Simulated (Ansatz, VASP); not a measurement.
Co: VASP beside Ansatz

```
CELL_PARAMETERS angstrom
2.46416 0.00000 0.00000
-1.23208 2.13402 0.00000
0.00000 0.00000 7.96901
ATOMIC_POSITIONS crystal
Co 0.00000 0.00000 0.00000
Co 0.00000 0.00000 0.50000
Co 0.33333 0.66667 0.25000
Co 0.66667 0.33333 0.75000
```

Alike in both runs: task single point; functional BLYP; k mesh 16 × 16 × 5; occupations fermi-dirac, width 0.05 eV; collinear spin.

|  | VASP | Ansatz |
| --- | --- | --- |
| version | VASP 6.6.1 | Ansatz 0.2.0 |
| potentials or method | VASP PAW PBE potentials, release 64 (Co), cutoff 520 eV | plane waves (420 eV) with PAW, scalar-relativistic |
| valence electrons in the cell | 36 | 68 |

```tsv
	VASP	Ansatz	Ansatz less VASP
pressure (GPa)	18.2	18.6	+0.42
traceless stress, the component that is largest in VASP (GPa)	0.79	0.82	+0.027
net moment per atom (μB)	1.56	1.57	+0.008
size of the moment on the site where the two differ most (μB)	1.58	1.64	+0.061
```

VASP's potentials were made for PBE, not for BLYP. Site moments also hang on the region over which each program counts them. VASP's potentials hold 36 valence electrons a cell and Ansatz's 68, so a difference there can come from the potentials and not from the codes.
